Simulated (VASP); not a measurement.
# ZrSi2 (P4/mmm) in VASP: single point with PBE

Aim: the single point of ZrSi2 with PBE.

Program: VASP 6.6.1. These are calculated values, not measurements. Logs are shortened: lines on timing, memory, paths and dates and some standing lists are left out, and cuts for length are marked.

## (1) The cell of the first run

Symmetry: P4/mmm, No. 123, tetragonal system. Conventional cell: a = 3.678 Å, b = 3.678 Å, c = 4.141 Å, α = 90.00°, β = 90.00°, γ = 90.00°. Within 3.7 Å of Zr (site symmetry 4/mmm) lie 8 Si at 2.77 Å and 4 Zr at 3.68 Å. Si (site symmetry mmm) has 4 Si at 2.60 Å and 4 Zr at 2.77 Å within 3.4 Å.

The cell was generated, and may not be a known phase.

## (2) Single point, PBE

INCAR

```
SYSTEM = ZrSi2
ALGO = Normal
EDIFF = 1E-6
ENCUT = 500
GGA = PE
GGA_COMPAT = .False.
ISIF = 2
ISMEAR = 0
LASPH = .True.
LCHARG = .True.
LELF = .True.
LREAL = .False.
LVHAR = .True.
LWAVE = .False.
NBANDS = 17
NELM = 120
PREC = Accurate
SIGMA = 0.2
```

KPOINTS

```
k-points
0
Gamma
  5 5 6
  0 0 0
```

POSCAR

```
ZrSi2
1.0
    3.6776590897      0.0000000000      0.0000000000
    0.0000000000      3.6776590897      0.0000000000
    0.0000000000      0.0000000000      4.1406914124
Zr Si
1 2
Direct
    0.5000000000      0.5000000000      0.5000000000
    0.0000000000      0.5000000000      0.0000093099
    0.5000000000      0.0000000000      0.9999906901
```

Potentials or basis: VASP PAW PBE potentials, release 64 (Zr_sv, Si).

The run is started by

```
> cat potpaw_PBE.64/Zr_sv/POTCAR potpaw_PBE.64/Si/POTCAR > POTCAR
> mpirun -np 1 vasp_std > vasp.out
```

OUTCAR:

```text
SYSTEM = ZrSi2
   EDIFF = 1E-6
   ENCUT = 500
   GGA = PE
   ISIF = 2
   ISMEAR = 0
   LASPH = .True.
   LREAL = .False.
   NELM = 120
   PREC = Accurate

 ion  position               nearest neighbor table
   1  0.500  0.500  0.500-   2 2.77   3 2.77   3 2.77   2 2.77   2 2.77   3 2.77   2 2.77   3 2.77

   2  0.000  0.500  0.000-   3 2.60   3 2.60   3 2.60   3 2.60   1 2.77   1 2.77   1 2.77   1 2.77

   3  0.500  0.000  1.000-   2 2.60   2 2.60   2 2.60   2 2.60   1 2.77   1 2.77   1 2.77   1 2.77

  LATTYP: Found a simple tetragonal cell.
 ALAT       =     3.6776590897
 C/A-ratio  =     1.1259040905

  Lattice vectors:

 A1 = (   3.6776590897,   0.0000000000,   0.0000000000)
 A2 = (   0.0000000000,   3.6776590897,   0.0000000000)
 A3 = (   0.0000000000,   0.0000000000,   4.1406914124)

Analysis of symmetry for initial positions (statically):
=====================================================================
 Subroutine PRICEL returns:
 Original cell was already a primitive cell.

 Routine SETGRP: Setting up the symmetry group for a
 simple tetragonal supercell.

 Subroutine GETGRP returns: Found  8 space group operations
 (whereof  8 operations were pure point group operations)
 out of a pool of 16 trial point group operations.

The static configuration has the point symmetry D_2d.

Analysis of symmetry for dynamics (positions and initial velocities):
=====================================================================
 Subroutine PRICEL returns:
 Original cell was already a primitive cell.

 Routine SETGRP: Setting up the symmetry group for a
 simple tetragonal supercell.

 Subroutine GETGRP returns: Found  8 space group operations
 (whereof  8 operations were pure point group operations)
 out of a pool of 16 trial point group operations.

The dynamic configuration has the point symmetry D_2d.

 Subroutine INISYM returns: Found  8 space group operations
 (whereof  8 operations are pure point group operations),
 and found     1 'primitive' translations

----------------------------------------------------------------------------------------

[... 86 lines left out ...]
   ICHARG =      2    charge: 1-file 2-atom 10-const
   ISPIN  =      1    spin polarized calculation?
   LNONCOLLINEAR =      F non collinear calculations
   LSORBIT =      F    spin-orbit coupling
   LASPH  =      T    aspherical Exc in radial PAW
   ENCUT  =  500.0 eV  36.75 Ry    6.06 a.u.   6.71  6.71  7.55*2*pi/ulx,y,z
   NELM   =    120;   NELMIN=  2; NELMDL= -5     # of ELM steps
   EDIFF  = 0.1E-05   stopping-criterion for ELM
   LREAL  =      F    real-space projection
   EDIFFG = 0.1E-04   stopping-criterion for IOM
   NSW    =      0    number of steps for IOM
   IBRION =     -1    ionic relax: 0-MD 1-quasi-New 2-CG
   NFREE  =      0    steps in history (QN), initial steepest desc. (CG)
   ISIF   =      2    stress and relaxation
   ISYM   =      2    0-nonsym 1-usesym 2-fastsym
   POTIM  = 0.5000    time-step for ionic-motion
   TEBEG  =    0.0;   TEEND  =   0.0 temperature during run
   PSTRESS=    0.0 pullay stress
   NELECT =      20.0000    total number of electrons
   NUPDOWN=      -1.0000    fix difference up-down
   EMIN   =  10.00;   EMAX   =-10.00  energy-range for DOS
   EFERMI =   0.00;   METHOD = LEGACY
   ISMEAR =     0;   SIGMA  =   0.20  broadening in eV -4-tet -1-fermi 0-gaus
   EFERMI_NEDOS =   21; number of points for ismear=-14 and -15
   IALGO  =     38    algorithm
   IMIX   =      4    mixing-type and parameters
     AMIX     =   0.40;   BMIX     =  1.00
     AMIX_MAG =   1.60;   BMIX_MAG =  1.00
  volume/ion in A,a.u.               =      18.67       125.98
  Fermi-wavevector in a.u.,A,eV,Ry     =   1.161483  2.194885 18.354844  1.349043
  Thomas-Fermi vector in A             =   2.298055
   LORBIT       =      0    0 simple, 1 ext, 2 COOP (PROOUT), +10 PAW based schemes
   GGA     = PE    functional components
   LHFCALC =     F    Hartree Fock is set to
   AEXX    =    0.0000 exact exchange contribution
   IVDW    =     0    specifies the selected vdW correction
   LEPSILON=     F    determine dielectric tensor
   LRPA    =     F    only Hartree local field effects (RPA)
 non-spin polarized calculation
 Gauss-broadening in eV      SIGMA  =   0.20
  energy-cutoff  :      500.00
  volume of cell :       56.00
 maximum number of plane-waves:      1436
 NGX is ok and might be reduce to    28
   NGX = 13   NGY = 13   NGZ = 15

 number of electron      20.0000000 magnetization

 Free energy of the ion-electron system (eV)
  ---------------------------------------------------
  ext. energy  EPLUGINS =         0.00000000
  ---------------------------------------------------
  free energy    TOTEN  =       -20.41018125 eV

  energy without entropy =      -20.38398136  energy(sigma->0) =      -20.39708130

 E-fermi :   8.5523     XC(G=0): -10.6755

 val. band max:        8.4847697713   @ k =   0.4000   0.0000   0.3333
 cond. band min:       8.5851754264   @ k =   0.2000   0.2000   0.3333
 fundamental gap:      0.1004056551
 Fermi energy:         8.5522944172

 k-point     1 :       0.0000    0.0000    0.0000
  band No.  band energies     occupation
      1     -40.5211      2.00000
      2     -18.6525      2.00000
      3     -18.5066      2.00000
      4     -18.5066      2.00000
      5      -3.2449      2.00000
      6       4.7053      2.00000
[... 457 lines left out ...]
      4     -18.6205      2.00000
      5       0.2766      2.00000
      6       1.1817      2.00000
[... 9 lines left out ...]
     16      13.6074      0.00000
     17      16.3097      0.00000

------------------------ aborting loop because EDIFF is reached ----------------------------------------

  FORCE on cell =-STRESS in cart. coord.  units (eV):
  Direction    XX          YY          ZZ          XY          YZ          ZX
  --------------------------------------------------------------------------------------
  -------------------------------------------------------------------------------------
  Total       -0.0902738     -0.0902738     -0.1247612      0.0000000     -0.0000000      0.0000000
  in kB       -2.5825967     -2.5825967     -3.5692270      0.0000000     -0.0000000      0.0000000
  external PRESSURE =      -2.9114735 kB  Pullay stress =       0.0000000 kB

 VOLUME and BASIS-vectors are now :
 -----------------------------------------------------------------------------
  energy-cutoff  :      500.00
  volume of cell :       56.00
      direct lattice vectors                 reciprocal lattice vectors
     3.677659090  0.000000000  0.000000000     0.271912098  0.000000000  0.000000000
     0.000000000  3.677659090  0.000000000     0.000000000  0.271912098  0.000000000
     0.000000000  0.000000000  4.140691412     0.000000000  0.000000000  0.241505560

 POSITION                                       TOTAL-FORCE (eV/Angst)
 -----------------------------------------------------------------------------------
      1.83883      1.83883      2.07035         0.000000     -0.000000      0.000000
      0.00000      1.83883      0.00004         0.000000      0.000000     -0.000341
      1.83883      0.00000      4.14065        -0.000000      0.000000      0.000341
 -----------------------------------------------------------------------------------
    total drift:                                0.000000      0.000000      0.000000

  FREE ENERGIE OF THE ION-ELECTRON SYSTEM (eV)
  ---------------------------------------------------
  free  energy   TOTEN  =       -20.4101812498 eV

  energy  without entropy=      -20.3839813598  energy(sigma->0) =      -20.39708130
```

stdout:

```text
POSCAR found type information on POSCAR ZrSi
 POSCAR found :  2 types and       3 ions
 scaLAPACK will be used
 LDA part: xc-table for (Slater+PW92), standard interpolation
 POSCAR, INCAR and KPOINTS ok, starting setup
 FFT: planning ... GRIDC
 FFT: planning ... GRID_SOFT
 FFT: planning ... GRID
 WAVECAR not read
 entering main loop
```

Wall time 20 s (1 thread of Intel Xeon 8259CL, shared host); peak memory 0.17 GiB.

What came out:

```yaml
Free_energy: -20.4102 eV
Pressure: -0.3 GPa
Band_gap_on_the_k_mesh: zero (bands 10 and 11 overlap by 1.75 eV)
```

Levels at points of the mesh, in eV from the Fermi level:
```csv
k point,band 8,band 9,band 10,band 11,band 12,band 13
"(0.00, 0.00, 0.00)",-2.06,-2.06,-2.04,0.53,0.53,2.21
"(0.00, 0.00, 0.50)",-3.37,-2.21,-1.51,0.73,2.57,2.58
```

The gap in the log of VASP goes by the Fermi energy; the results here count the filled bands.